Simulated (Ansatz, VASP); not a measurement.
# CrCuO2 in VASP and in Ansatz

```
CELL_PARAMETERS angstrom
1.42468 0.82254 5.46222
-1.42468 0.82254 5.46222
0.00000 -1.64508 5.46222
ATOMIC_POSITIONS crystal
Cr 0.50000 0.50000 0.50000
Cu 0.00000 0.00000 0.00000
O 0.10792 0.10792 0.10792
O 0.89208 0.89208 0.89208
```

Change from the starting cell: volume scaled by 0.88, no spin polarisation, PAW files.

Alike in both runs: task single point; functional PBEsol; k mesh 11 × 11 × 11; occupations fermi-dirac, width 0.08 eV; no spin polarisation.

```csv
,VASP,Ansatz
version,VASP 6.6.1,Ansatz 0.2.0
potentials or method,"VASP PAW PBE potentials, release 64 (Cr_pv, Cu, O)","PAW with Ansatz's default frozen-core files, scalar-relativistic"
plane-wave cutoff (eV),600,420
valence electrons in the cell,35,45
```

VASP gave:

```
pressure (GPa)                                                : 17.1
traceless stress, the component that is largest in VASP (GPa) : 23.46
rms of the force components (eV/Å)                            : 0.340
```

Question: Which values does Ansatz return?

Answer: Pressure (GPa): 16.2; traceless stress, the component that is largest in VASP (GPa): 22.78; rms of the force components (eV/Å): 0.360.

VASP's potentials were made for PBE, not for PBEsol. Atom by atom the forces differ by 0.020 eV/Å (rms over components). The functional is the same, so the differences come from potentials, cutoffs and numerics. VASP's potentials hold 35 valence electrons a cell and Ansatz's 45, so a difference there can come from the potentials and not from the codes.
